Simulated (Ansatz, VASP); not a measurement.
Two plane-wave programs on InAs

```
In As
1.0
     0.00000    3.07719    3.07719
     3.07719    0.00000    3.07719
     3.07719    3.07719    0.00000
In As
1 1
Cartesian
  0.0000 0.0000 0.0000
  4.6158 4.6158 4.6158
```

Alike in both runs: task single point; functional r2SCAN50; k mesh 4 × 4 × 4; occupations fermi-dirac, width 0.05 eV; no spin polarisation.

|  | VASP | Ansatz |
| --- | --- | --- |
| version | VASP 6.6.1 | Ansatz 0.2.0 |
| potentials or method | VASP PAW PBE potentials, release 64 (In_d, As) | Ansatz PAW |
| plane-wave cutoff (eV) | 520 | 500 |
| valence electrons in the cell | 18 | 28 |

```csv
,VASP,Ansatz,Ansatz less VASP
gap on the k mesh at the Fermi level (eV),2.49,2.39,-0.106
least direct gap on the mesh (eV),2.49,2.39,-0.106
pressure (GPa),-4.2,-3.6,+0.55
```

VASP's potentials were made for PBE, not for r2SCAN50. VASP's potentials hold 18 valence electrons a cell and Ansatz's 28, so a difference there can come from the potentials and not from the codes.

The k mesh is coarse, so the values compare programs but aren't converged.
